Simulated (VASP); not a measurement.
# MgO (Fm-3m) in VASP: notebook

Aim: see how the results for MgO move with the level of theory and the settings. Levels: RPBE, revPBE. Tasks: single point.

All numbers are computed with VASP 6.6.1; they aren't measurements. Logs are shortened: lines on timing, memory, paths and dates and some standing lists are left out, and cuts for length are marked.

**1. The cell of the first run**

The structure is cubic, space group Fm-3m (No. 225). The conventional cell has a = 4.194 Å, b = 4.194 Å, c = 4.194 Å, α = 90.00°, β = 90.00°, γ = 90.00°. Within 2.8 Å of Mg (site symmetry m-3m) lie 6 O at 2.10 Å. Within 2.8 Å of O (site symmetry m-3m) lie 6 Mg at 2.10 Å.

**2. Single point, RPBE**

Input file INCAR:

```
PREC = Accurate
ENCUT = 520
EDIFF = 1E-7
ISMEAR = -1
SIGMA = 0.05
LREAL = F
LASPH = T
NELM = 60
ALGO = Normal
ISIF = 2
LWAVE = F
LCHARG = F
GGA = RP
NBANDS = 11
```

Input file KPOINTS:

```
Automatic mesh
0
Gamma
  6 6 6
```

Input file POSCAR:

```
MgO
1.0
    0.0000000000      2.0970013927      2.0970013927
    2.0970013927      0.0000000000      2.0970013927
    2.0970013927      2.0970013927      0.0000000000
Mg O
1 1
Direct
    0.0000000000      0.0000000000      0.0000000000
    0.5000000000      0.5000000000      0.5000000000
```

Potentials or basis: VASP PAW PBE potentials, release 64 (Mg, O).

Started as:

```console
$ cat potpaw_PBE.64/Mg/POTCAR potpaw_PBE.64/O/POTCAR > POTCAR
$ mpirun -np 1 vasp_std > vasp.out
```

OUTCAR:

```text
PREC = Accurate
   ENCUT = 520
   EDIFF = 1E-7
   ISMEAR = -1
   LREAL = F
   LASPH = T
   NELM = 60
   ISIF = 2
   GGA = RP

 ion  position               nearest neighbor table
   1  0.000  0.000  0.000-   2 2.10   2 2.10   2 2.10   2 2.10   2 2.10   2 2.10
   2  0.500  0.500  0.500-   1 2.10   1 2.10   1 2.10   1 2.10   1 2.10   1 2.10

  LATTYP: Found a face centered cubic cell.
 ALAT       =     4.1940027854

  Lattice vectors:

 A1 = (   0.0000000000,   2.0970013927,   2.0970013927)
 A2 = (   2.0970013927,   0.0000000000,   2.0970013927)
 A3 = (   2.0970013927,   2.0970013927,   0.0000000000)

Analysis of symmetry for initial positions (statically):
=====================================================================
 Subroutine PRICEL returns:
 Original cell was already a primitive cell.

 Routine SETGRP: Setting up the symmetry group for a
 face centered cubic supercell.

 Subroutine GETGRP returns: Found 48 space group operations
 (whereof 48 operations were pure point group operations)
 out of a pool of 48 trial point group operations.

The static configuration has the point symmetry O_h .

Analysis of symmetry for dynamics (positions and initial velocities):
=====================================================================
 Subroutine PRICEL returns:
 Original cell was already a primitive cell.

 Routine SETGRP: Setting up the symmetry group for a
 face centered cubic supercell.

 Subroutine GETGRP returns: Found 48 space group operations
 (whereof 48 operations were pure point group operations)
 out of a pool of 48 trial point group operations.

The dynamic configuration has the point symmetry O_h .

 Subroutine INISYM returns: Found 48 space group operations
 (whereof 48 operations are pure point group operations),
 and found     1 'primitive' translations

----------------------------------------------------------------------------------------

                                     Primitive cell

  volume of cell :      18.4428

  direct lattice vectors                    reciprocal lattice vectors
     0.000000000  2.097001393  2.097001393    -0.238435702  0.238435702  0.238435702
     2.097001393  0.000000000  2.097001393     0.238435702 -0.238435702  0.238435702
     2.097001393  2.097001393  0.000000000     0.238435702  0.238435702 -0.238435702

  length of vectors
     2.965607810  2.965607810  2.965607810     0.412982751  0.412982751  0.412982751

  position of ions in fractional coordinates (direct lattice)
     0.000000000  0.000000000  0.000000000
     0.500000000  0.500000000  0.500000000

  ion indices of the primitive-cell ions
   primitive index   ion index
                 1           1
                 2           2

----------------------------------------------------------------------------------------

 KPOINTS: Automatic mesh

Automatic generation of k-mesh.
 Grid dimensions read from file:
 generate k-points for:    6    6    6

 Generating k-lattice:

  Cartesian coordinates                     Fractional coordinates (reciprocal lattice)
    -0.039739284  0.039739284  0.039739284     0.166666667  0.000000000  0.000000000
     0.039739284 -0.039739284  0.039739284     0.000000000  0.166666667  0.000000000
     0.039739284  0.039739284 -0.039739284     0.000000000  0.000000000  0.166666667

  Length of vectors
     0.068830458  0.068830458  0.068830458

  Shift w.r.t. Gamma in fractional coordinates (k-lattice)
     0.000000000  0.000000000  0.000000000

 Subroutine IBZKPT returns following result:
 ===========================================

 Found     16 irreducible k-points:

 Following reciprocal coordinates:
            Coordinates               Weight
  0.000000  0.000000  0.000000      1.000000
  0.166667  0.000000  0.000000      8.000000
  0.333333  0.000000  0.000000      8.000000
  0.500000  0.000000  0.000000      4.000000
  0.166667  0.166667  0.000000      6.000000
  0.333333  0.166667  0.000000     24.000000
[... 8 lines left out ...]
 -0.333333  0.333333  0.166667     24.000000
 -0.333333  0.500000  0.166667     12.000000
   k-points           NKPTS =     16   k-points in BZ     NKDIM =     16   number of bands    NBANDS=     11
   number of dos      NEDOS =    301   number of ions     NIONS =      2
   total plane-waves  NPLWV =  13824
   dimension x,y,z NGX =    24 NGY =   24 NGZ =   24
   dimension x,y,z NGXF=    48 NGYF=   48 NGZF=   48
   ions per type =               1   1
   NGX,Y,Z   is equivalent  to a cutoff of  13.45, 13.45, 13.45 a.u.
   NGXF,Y,Z  is equivalent  to a cutoff of  26.91, 26.91, 26.91 a.u.
 SYSTEM =  unknown system
   PREC   = accura    normal or accurate (medium, high low for compatibility)
   ISTART =      0    job   : 0-new  1-cont  2-samecut
   ICHARG =      2    charge: 1-file 2-atom 10-const
   ISPIN  =      1    spin polarized calculation?
   LNONCOLLINEAR =      F non collinear calculations
   LSORBIT =      F    spin-orbit coupling
   LASPH  =      T    aspherical Exc in radial PAW
   ENCUT  =  520.0 eV  38.22 Ry    6.18 a.u.   5.51  5.51  5.51*2*pi/ulx,y,z
   NELM   =     60;   NELMIN=  2; NELMDL= -5     # of ELM steps
   EDIFF  = 0.1E-06   stopping-criterion for ELM
   LREAL  =      F    real-space projection
   EDIFFG = 0.1E-05   stopping-criterion for IOM
   NSW    =      0    number of steps for IOM
   IBRION =     -1    ionic relax: 0-MD 1-quasi-New 2-CG
   NFREE  =      0    steps in history (QN), initial steepest desc. (CG)
   ISIF   =      2    stress and relaxation
   ISYM   =      2    0-nonsym 1-usesym 2-fastsym
   POTIM  = 0.5000    time-step for ionic-motion
   TEBEG  =    0.0;   TEEND  =   0.0 temperature during run
   PSTRESS=    0.0 pullay stress
   NELECT =       8.0000    total number of electrons
   NUPDOWN=      -1.0000    fix difference up-down
   EMIN   =  10.00;   EMAX   =-10.00  energy-range for DOS
   EFERMI =   0.00;   METHOD = LEGACY
   ISMEAR =    -1;   SIGMA  =   0.05  broadening in eV -4-tet -1-fermi 0-gaus
   EFERMI_NEDOS =   21; number of points for ismear=-14 and -15
   IALGO  =     38    algorithm
   IMIX   =      4    mixing-type and parameters
     AMIX     =   0.40;   BMIX     =  1.00
     AMIX_MAG =   1.60;   BMIX_MAG =  1.00
  volume/ion in A,a.u.               =       9.22        62.23
  Fermi-wavevector in a.u.,A,eV,Ry     =   1.239261  2.341864 20.895389  1.535768
  Thomas-Fermi vector in A             =   2.373752
   LORBIT       =      0    0 simple, 1 ext, 2 COOP (PROOUT), +10 PAW based schemes
   GGA     = RP    functional components
   LHFCALC =     F    Hartree Fock is set to
   AEXX    =    0.0000 exact exchange contribution
   IVDW    =     0    specifies the selected vdW correction
   LEPSILON=     F    determine dielectric tensor
   LRPA    =     F    only Hartree local field effects (RPA)
 non-spin polarized calculation
  energy-cutoff  :      520.00
  volume of cell :       18.44
 maximum number of plane-waves:       531
 NGX is ok and might be reduce to    24
   NGX = 11   NGY = 11   NGZ = 11

 number of electron       8.0000004 magnetization

 Free energy of the ion-electron system (eV)
  ---------------------------------------------------
  ext. energy  EPLUGINS =         0.00000000
  ---------------------------------------------------
  free energy    TOTEN  =       -11.20161413 eV

  energy without entropy =      -11.20161413  energy(sigma->0) =      -11.20161413

 E-fermi :   4.5358     XC(G=0): -10.9125

 val. band max:        3.4436393624   @ k =   0.0000   0.0000   0.0000
 cond. band min:       8.3983100357   @ k =   0.0000   0.0000   0.0000
 fundamental gap:      4.9546706733
 Fermi energy:         4.5357627267

 k-point     1 :       0.0000    0.0000    0.0000
  band No.  band energies     occupation
      1     -13.9611      2.00000
      2       3.4436      2.00000
      3       3.4436      2.00000
      4       3.4436      2.00000
      5       8.3983      0.00000
      6      19.4463      0.00000
      7      19.4463      0.00000
      8      19.4463      0.00000
      9      23.3509      0.00000
     10      25.1876      0.00000
     11      25.1876      0.00000

 k-point     2 :       0.1667    0.0000    0.0000
  band No.  band energies     occupation
      1     -13.6760      2.00000
      2       1.9405      2.00000
      3       3.2667      2.00000
      4       3.2667      2.00000
      5       9.8143      0.00000
      6      17.1013      0.00000
      7      20.0363      0.00000
      8      20.0363      0.00000
      9      23.9549      0.00000
     10      23.9549      0.00000
     11      26.0879      0.00000

 k-point     3 :       0.3333    0.0000    0.0000
  band No.  band energies     occupation
      1     -13.0354      2.00000
      2      -0.2327      2.00000
      3       2.9359      2.00000
      4       2.9359      2.00000
      5      11.3159      0.00000
      6      15.9984      0.00000
      7      20.2926      0.00000
      8      20.2926      0.00000
      9      24.6547      0.00000
     10      24.6547      0.00000
     11      25.2976      0.00000

 k-point     4 :       0.5000    0.0000    0.0000
  band No.  band energies     occupation
      1     -12.6679      2.00000
      2      -1.1874      2.00000
      3       2.7804      2.00000
      4       2.7804      2.00000
      5      11.5244      0.00000
      6      16.3325      0.00000
      7      20.0408      0.00000
      8      20.0408      0.00000
      9      24.7435      0.00000
     10      26.2935      0.00000
     11      26.2936      0.00000
[... 127 lines left out ...]
 k-point    14 :       0.5000    0.3333    0.1667
  band No.  band energies     occupation
      1     -12.6621      2.00000
      2      -0.1063      2.00000
      3       1.5825      2.00000
      4       2.4190      2.00000
      5      13.6920      0.00000
      6      14.6851      0.00000
      7      17.3170      0.00000
      8      20.9669      0.00000
      9      23.2126      0.00000
     10      26.6628      0.00000
     11      31.7461      0.00000

 k-point    15 :      -0.3333    0.3333    0.1667
  band No.  band energies     occupation
      1     -12.4372      2.00000
      2      -0.1567      2.00000
      3       0.9618      2.00000
      4       2.1695      2.00000
      5      14.2111      0.00000
      6      15.6130      0.00000
      7      16.5078      0.00000
      8      20.2647      0.00000
      9      24.5371      0.00000
     10      25.8048      0.00000
     11      31.5501      0.00000

 k-point    16 :      -0.3333    0.5000    0.1667
  band No.  band energies     occupation
      1     -12.3689      2.00000
      2      -0.1355      2.00000
      3       1.1895      2.00000
      4       1.7705      2.00000
      5      14.1537      0.00000
      6      15.1925      0.00000
      7      16.1525      0.00000
      8      20.2813      0.00000
      9      23.9949      0.00000
     10      28.4401      0.00000
     11      30.0039      0.00000

------------------------ aborting loop because EDIFF is reached ----------------------------------------

  FORCE on cell =-STRESS in cart. coord.  units (eV):
  Direction    XX          YY          ZZ          XY          YZ          ZX
  --------------------------------------------------------------------------------------
  -------------------------------------------------------------------------------------
  Total        1.2664853      1.2664853      1.2664853      0.0000000      0.0000000     -0.0000000
  in kB      110.0232772    110.0232772    110.0232772      0.0000000      0.0000000     -0.0000000
  external PRESSURE =     110.0232772 kB  Pullay stress =       0.0000000 kB

 VOLUME and BASIS-vectors are now :
 -----------------------------------------------------------------------------
  energy-cutoff  :      520.00
  volume of cell :       18.44
      direct lattice vectors                 reciprocal lattice vectors
     0.000000000  2.097001393  2.097001393    -0.238435702  0.238435702  0.238435702
     2.097001393  0.000000000  2.097001393     0.238435702 -0.238435702  0.238435702
     2.097001393  2.097001393  0.000000000     0.238435702  0.238435702 -0.238435702

 POSITION                                       TOTAL-FORCE (eV/Angst)
 -----------------------------------------------------------------------------------
      0.00000      0.00000      0.00000         0.000000      0.000000      0.000000
      2.09700      2.09700      2.09700        -0.000000     -0.000000      0.000000
 -----------------------------------------------------------------------------------
    total drift:                               -0.000000     -0.000000      0.000000

  FREE ENERGIE OF THE ION-ELECTRON SYSTEM (eV)
  ---------------------------------------------------
  free  energy   TOTEN  =       -11.2016141293 eV

  energy  without entropy=      -11.2016141293  energy(sigma->0) =      -11.20161413
```

It took 2.7 s on 1 thread of Intel Xeon 6975P-C, shared host; peak memory 0.14 GiB.

What came out:

```yaml
Free_energy: -11.2016 eV
Pressure: 11.0 GPa
Band_gap_on_the_k_mesh: 4.95 eV, direct
```

Levels at points of the mesh, in eV from the valence-band top:
```
           k point  band 1  band 2  band 3  band 4  band 5  band 6  band 7  band 8  band 9
(0.00, 0.00, 0.00)  -17.40    0.00    0.00    0.00    4.95   16.00   16.00   16.00   19.91
(0.50, 0.00, 0.00)  -16.11   -4.63   -0.66   -0.66    8.08   12.89   16.60   16.60   21.30
(0.50, 0.50, 0.00)  -15.85   -4.11   -1.36   -1.36    9.25   10.29   13.36   19.36   19.36
```

Caveat: the k points lie up to 0.43 Å⁻¹ apart; the PAW data sets were made with another functional, which shifts forces and pressure a little.

**3. Single point, revPBE**

Input file INCAR:

```
PREC     = Accurate       # precision mode
ENCUT    = 520            # plane-wave cutoff, eV
EDIFF    = 1E-6           # SCF threshold, eV
ISMEAR   = -1             # smearing method
SIGMA    = 0.05           # smearing width, eV
LREAL    = F              # projectors in reciprocal space
LASPH    = T              # aspherical terms in the spheres
NELM     = 60             # most SCF steps
ALGO     = Normal         # electronic algorithm
ISIF     = 2              # what is computed and relaxed
LWAVE    = F              # write WAVECAR
LCHARG   = F              # write CHGCAR
GGA      = RE             # functional
NBANDS   = 11             # bands
```

KPOINTS is that of step 2.

POSCAR is that of step 2.

Potentials or basis: VASP PAW PBE potentials, release 64 (Mg, O).

Started as:

```console
$ cat potpaw_PBE.64/Mg/POTCAR potpaw_PBE.64/O/POTCAR > POTCAR
$ mpirun -np 1 vasp_std > vasp.out
```

It took 3.3 s on 1 thread of Intel Xeon 6975P-C, shared host; peak memory 0.13 GiB.

It converged, with:

```yaml
Free_energy: -11.2906 eV
Pressure: 9.9 GPa
Band_gap_on_the_k_mesh: 4.93 eV, direct
```

Levels at points of the mesh, in eV from the valence-band top:
```tsv
k point	band 1	band 2	band 3	band 4	band 5	band 6	band 7	band 8
(0.00, 0.00, 0.00)	-17.39	0.00	0.00	0.00	4.93	15.97	15.97	15.97
(0.50, 0.00, 0.00)	-16.09	-4.64	-0.66	-0.66	8.06	12.86	16.56	16.56
(0.50, 0.50, 0.00)	-15.83	-4.12	-1.36	-1.36	9.22	10.26	13.33	19.32
```

Caveat: the k points lie up to 0.43 Å⁻¹ apart; the PAW data sets were made with another functional, which shifts forces and pressure a little.
